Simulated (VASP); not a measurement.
# Lu (P6_3/mmc) in VASP: further runs, part 2 of 2

VASP 6.6.1. The steps go on from the part before.

### Step 3. Single point, PBE

The input, INCAR:

```
SYSTEM = Lu
PREC = Accurate
ENCUT = 520
EDIFF = 1E-6
ISMEAR = -1
SIGMA = 0.03
LREAL = .FALSE.
LASPH = .TRUE.
NELM = 80
ALGO = Normal
ISIF = 2
LWAVE = .FALSE.
LCHARG = .TRUE.
GGA = PE
LELF = .TRUE.
LVHAR = .TRUE.
NBANDS = 32
```

The input, KPOINTS:

```
Automatic mesh
0
G
  10 10 6
  0 0 0
```

The input, POSCAR:

```
Lu
1.0
    3.5070808964      0.0000000000      0.0000000000
   -1.7535404482      3.0372211494      0.0000000000
    0.0000000000      0.0000000000      5.4772888711
Lu
2
Direct
    0.3333333333      0.6666666667      0.2500000000
    0.6666666667      0.3333333333      0.7500000000
```

Potentials or basis: VASP PAW PBE potentials, release 64 (Lu).

On the command line:

```bash
$ cat potpaw_PBE.64/Lu/POTCAR > POTCAR
$ mpirun -np 1 vasp_std > vasp.out
```

Run time: 1.7 min. Hardware: 1 thread of Intel Xeon 8259CL, shared host; peak memory 0.24 GiB.

The run converged. Its results:

```yaml
Free_energy: -9.0485 eV
Pressure: 0.1 GPa
Band_gap_on_the_k_mesh: zero (bands 25 and 26 overlap by 1.84 eV)
```

Stress tensor (GPa, compression positive):
```
 0.27  0.00  0.00
 0.00  0.27  0.00
 0.00  0.00 -0.28
```

Levels at points of the mesh, in eV from the Fermi level:
| k point | band 21 | band 22 | band 23 | band 24 | band 25 | band 26 | band 27 | band 28 | band 29 | band 30 |
| --- | --- | --- | --- | --- | --- | --- | --- | --- | --- | --- |
| (0.00, 0.00, 0.00) | -4.87 | -4.85 | -4.85 | -2.38 | 0.67 | 2.20 | 2.20 | 2.63 | 2.94 | 2.94 |
| (0.50, 0.00, 0.00) | -4.87 | -4.86 | -2.34 | -1.38 | -0.82 | -0.35 | 1.61 | 1.87 | 2.41 | 6.15 |
| (0.00, 0.00, 0.50) | -4.85 | -4.85 | -4.34 | -4.34 | 1.23 | 1.23 | 2.10 | 2.10 | 2.10 | 2.10 |
| (0.50, 0.00, 0.50) | -4.88 | -4.88 | -2.08 | -2.08 | 0.11 | 0.11 | 1.38 | 1.38 | 3.36 | 3.36 |

Caveat: spin-orbit coupling is left out, which moves the levels of the heavy elements.

### Step 4. Single point, PBE

The input, INCAR:

```
ALGO = Normal ; EDIFF = 1E-7
ENCUT = 520 ; GGA = PE
ISIF = 2 ; ISMEAR = -1
LASPH = T ; LCHARG = F
LREAL = F ; LWAVE = F
NBANDS = 32 ; NELM = 80
PREC = Accurate ; SIGMA = 0.2
```

The input, KPOINTS:

```
k-points
0
Gamma
  10 10 6
```

POSCAR is that of step 3.

On the command line:

```bash
$ cat potpaw_PBE.64/Lu/POTCAR > POTCAR
$ mpirun -np 1 vasp_std > vasp.out
```

Wall time 2 min (1 thread of Intel Xeon 8259CL, shared host); peak memory 0.24 GiB.

Results (log left out):

```yaml
Free_energy: -9.2459 eV
Pressure: 0.5 GPa
Band_gap_on_the_k_mesh: zero (bands 25 and 26 overlap by 1.84 eV)
```

Stress tensor (GPa, compression positive):
```
0.29 0.00 0.00
0.00 0.29 0.00
0.00 0.00 0.87
```

Levels at points of the mesh, in eV from the Fermi level:
```tsv
k point	band 22	band 23	band 24	band 25	band 26	band 27	band 28	band 29
(0.00, 0.00, 0.00)	-4.86	-4.85	-2.38	0.66	2.19	2.19	2.62	2.93
(0.50, 0.00, 0.00)	-4.86	-2.34	-1.39	-0.83	-0.36	1.60	1.85	2.40
(0.00, 0.00, 0.50)	-4.85	-4.35	-4.35	1.22	1.22	2.10	2.10	2.10
(0.50, 0.00, 0.50)	-4.88	-2.09	-2.09	0.10	0.10	1.37	1.37	3.35
```

Caveat: spin-orbit coupling is left out, which moves the levels of the heavy elements.

### Step 5. Single point, PBE

The input, INCAR:

```
SYSTEM = Lu
  PREC = Accurate
  ENCUT = 520
  EDIFF = 1E-7
  ISMEAR = -1
  SIGMA = 0.3
  LREAL = .False.
  LASPH = .True.
  NELM = 60
  ALGO = Normal
  ISIF = 2
  LWAVE = .False.
  LCHARG = .True.
  GGA = PE
  LELF = .True.
  LVHAR = .True.
  NBANDS = 32
```

The input, KPOINTS:

```
regular mesh
0
Gamma
  10 10 6
  0 0 0
```

POSCAR is that of step 4.

On the command line:

```bash
$ cat potpaw_PBE.64/Lu/POTCAR > POTCAR
$ mpirun -np 1 vasp_std > vasp.out
```

Run time: 2 min. Hardware: 1 thread of Intel Xeon 8259CL, shared host; peak memory 0.24 GiB.

It converged, with:

```
Free energy            : -9.4648 eV
Pressure               : 0.9 GPa
Band gap on the k mesh : zero (bands 25 and 26 overlap by 1.84 eV)
```

Stress tensor (GPa, compression positive):
```
0.56 0.00 0.00
0.00 0.56 0.00
0.00 0.00 1.59
```

Levels at points of the mesh, in eV from the Fermi level:
| k point | band 23 | band 24 | band 25 | band 26 | band 27 | band 28 |
| --- | --- | --- | --- | --- | --- | --- |
| (0.00, 0.00, 0.00) | -4.85 | -2.39 | 0.65 | 2.19 | 2.19 | 2.61 |
| (0.50, 0.00, 0.00) | -2.35 | -1.39 | -0.84 | -0.37 | 1.59 | 1.85 |
| (0.00, 0.00, 0.50) | -4.36 | -4.36 | 1.21 | 1.21 | 2.09 | 2.09 |
| (0.50, 0.00, 0.50) | -2.10 | -2.10 | 0.10 | 0.10 | 1.36 | 1.36 |

Caveat: so wide a smearing shifts energies and pressures; spin-orbit coupling is left out, which moves the levels of the heavy elements.

### Step 6. Single point, PBE

The input, INCAR:

```
SYSTEM = Lu
ALGO = Normal
EDIFF = 1E-6
ENCUT = 520
GGA = PE
ISIF = 2
ISMEAR = -1
LASPH = .True.
LCHARG = .False.
LREAL = .False.
LWAVE = .False.
NBANDS = 32
NELM = 60
PREC = Accurate
SIGMA = 0.6
```

The input, KPOINTS:

```
k-points
0
Gamma
  10 10 6
  0 0 0
```

POSCAR is that of step 5.

Potentials or basis: VASP PAW PBE potentials, release 64 (Lu).

On the command line:

```bash
$ cat potpaw_PBE.64/Lu/POTCAR > POTCAR
$ mpirun -np 1 vasp_std > vasp.out
```

OUTCAR:

```text
SYSTEM = Lu
   EDIFF = 1E-6
   ENCUT = 520
   GGA = PE
   ISIF = 2
   ISMEAR = -1
   LASPH = .True.
   LREAL = .False.
   NELM = 60
   PREC = Accurate

 ion  position               nearest neighbor table
   1  0.333  0.667  0.250-   2 3.41   2 3.41   2 3.41   2 3.41   2 3.41   2 3.41
   2  0.667  0.333  0.750-   1 3.41   1 3.41   1 3.41   1 3.41   1 3.41   1 3.41

  LATTYP: Found a hexagonal cell.
 ALAT       =     3.5070808964
 C/A-ratio  =     1.5617800196

  Lattice vectors:

[... 1029 lines left out ...]
------------------------ aborting loop because EDIFF is reached ----------------------------------------

  FORCE on cell =-STRESS in cart. coord.  units (eV):
  Direction    XX          YY          ZZ          XY          YZ          ZX
  --------------------------------------------------------------------------------------
  -------------------------------------------------------------------------------------
  Total        0.6534810      0.6534810      1.4826223      0.0000000      0.0000000      0.0000000
  in kB       17.9455045     17.9455045     40.7148893      0.0000000      0.0000000      0.0000000
  external PRESSURE =      25.5352994 kB  Pullay stress =       0.0000000 kB

 VOLUME and BASIS-vectors are now :
 -----------------------------------------------------------------------------
  energy-cutoff  :      520.00
  volume of cell :       58.34
      direct lattice vectors                 reciprocal lattice vectors
     3.507080896  0.000000000  0.000000000     0.285137420  0.164624166  0.000000000
    -1.753540448  3.037221149  0.000000000     0.000000000  0.329248333  0.000000000
     0.000000000  0.000000000  5.477288871     0.000000000  0.000000000  0.182572076

 POSITION                                       TOTAL-FORCE (eV/Angst)
 -----------------------------------------------------------------------------------
     -0.00000      2.02481      1.36932        -0.000000     -0.000000      0.000000
      1.75354      1.01241      4.10797         0.000000      0.000000     -0.000000
 -----------------------------------------------------------------------------------
    total drift:                               -0.000000      0.000000     -0.000000

  FREE ENERGIE OF THE ION-ELECTRON SYSTEM (eV)
  ---------------------------------------------------
  free  energy   TOTEN  =       -10.5248075414 eV

  energy  without entropy=       -7.7882047802  energy(sigma->0) =       -9.15650616
```

stdout:

```text
POSCAR found type information on POSCAR Lu
 POSCAR found :  1 types and       2 ions
 scaLAPACK will be used
 LDA part: xc-table for (Slater+PW92), standard interpolation
 POSCAR, INCAR and KPOINTS ok, starting setup
 FFT: planning ... GRIDC
 FFT: planning ... GRID_SOFT
 FFT: planning ... GRID
 WAVECAR not read
 entering main loop
```

Run time: 1.8 min. Hardware: 1 thread of Intel Xeon 8259CL, shared host; peak memory 0.24 GiB.

Results:

```
Free energy            : -10.5248 eV
Pressure               : 2.6 GPa
Band gap on the k mesh : zero (bands 25 and 26 overlap by 1.86 eV)
```

Stress tensor (GPa, compression positive):
```
1.79 0.00 0.00
0.00 1.79 0.00
0.00 0.00 4.07
```

Levels at points of the mesh, in eV from the Fermi level:
| k point | band 23 | band 24 | band 25 | band 26 | band 27 | band 28 |
| --- | --- | --- | --- | --- | --- | --- |
| (0.00, 0.00, 0.00) | -4.79 | -2.35 | 0.68 | 2.24 | 2.24 | 2.66 |
| (0.50, 0.00, 0.00) | -2.31 | -1.36 | -0.80 | -0.32 | 1.64 | 1.90 |
| (0.00, 0.00, 0.50) | -4.32 | -4.32 | 1.26 | 1.26 | 2.14 | 2.14 |
| (0.50, 0.00, 0.50) | -2.06 | -2.06 | 0.14 | 0.14 | 1.40 | 1.40 |

Caveat: so wide a smearing shifts energies and pressures; spin-orbit coupling is left out, which moves the levels of the heavy elements.

### Step 7. Overview

```csv
smearing,gap on the mesh (eV),pressure (GPa)
fermi-dirac 0.01 eV,none,0.1
fermi-dirac 0.03 eV,none,0.1
fermi-dirac 0.2 eV,none,0.5
fermi-dirac 0.3 eV,none,0.9
fermi-dirac 0.6 eV,none,2.6
```

Alike in all rows: task single point; level PBE; potentials or basis VASP PAW PBE potentials, release 64 (Lu); no spin polarisation; cell as given; k mesh 10 × 10 × 6; cutoff (eV) 520.

Caveats: spin-orbit coupling is left out, which moves the levels of the heavy elements; so wide a smearing shifts energies and pressures (at least some runs).

Absolute energies hang on the potentials; compare differences alone.
